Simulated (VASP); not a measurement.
Write the native input for VASP 6.6.1 that does the following.

- Task: single point
- Functional: PBE
- Potentials or basis: VASP PAW PBE potentials, release 64 (Tl_d, Se, Rh_pv)
- Cutoff: 520 eV
- k mesh: 7 × 7 × 7
- Occupations: fermi-dirac, width 0.1 eV
- Spin: no spin polarisation
- Dipole correction: no
- Further INCAR settings: ALGO = Normal; EDIFF = 1e-06; NBANDS = 50

The structure of TlRhSe2 lies in POSCAR:

```
TlRhSe2
1.0
    0.0000000000      0.0000000000      6.2915720000
    4.0440140000     -4.0440140000      3.1457860000
    4.0440140000      4.0440140000     -3.1457860000
Tl Se Rh
2 4 2
Direct
    0.2500000000      0.0000000000      0.0000000000
    0.7500000000      0.0000000000      0.0000000000
    0.6667000000      0.5000000000      0.8334000000
    0.1667000000      0.1666000000      0.5000000000
    0.3333000000      0.5000000000      0.1666000000
    0.8333000000      0.8334000000      0.5000000000
    0.7500000000      0.5000000000      0.5000000000
    0.2500000000      0.5000000000      0.5000000000
```

These files were run (other wordings do the same):

INCAR

```
SYSTEM = TlRhSe2
PREC = Accurate ; ENCUT = 520
EDIFF = 1E-6 ; ISMEAR = -1
SIGMA = 0.1 ; LREAL = .False.
LASPH = .True. ; NELM = 60
ALGO = Normal ; ISIF = 2
LWAVE = .False. ; LCHARG = .False.
GGA = PE ; NBANDS = 50
```

KPOINTS

```
regular mesh
0
Gamma
  7 7 7
  0 0 0
```

Potentials or basis: VASP PAW PBE potentials, release 64 (Tl_d, Se, Rh_pv).

Run with:

```sh
$ cat potpaw_PBE.64/Tl_d/POTCAR potpaw_PBE.64/Se/POTCAR potpaw_PBE.64/Rh_pv/POTCAR > POTCAR
$ mpirun -np 1 vasp_std > vasp.out
```

It gave:

- Pressure: -2.6 GPa
- Largest force: 0.723 eV/Å
- Band gap on the k mesh: zero (bands 40 and 41 overlap by 0.55 eV)

Caveat: spin-orbit coupling is left out, which moves the levels of the heavy elements.

Wall time 11 min on 1 thread of Intel Xeon 8259CL, with other jobs on the host, peak memory 0.57 GiB.
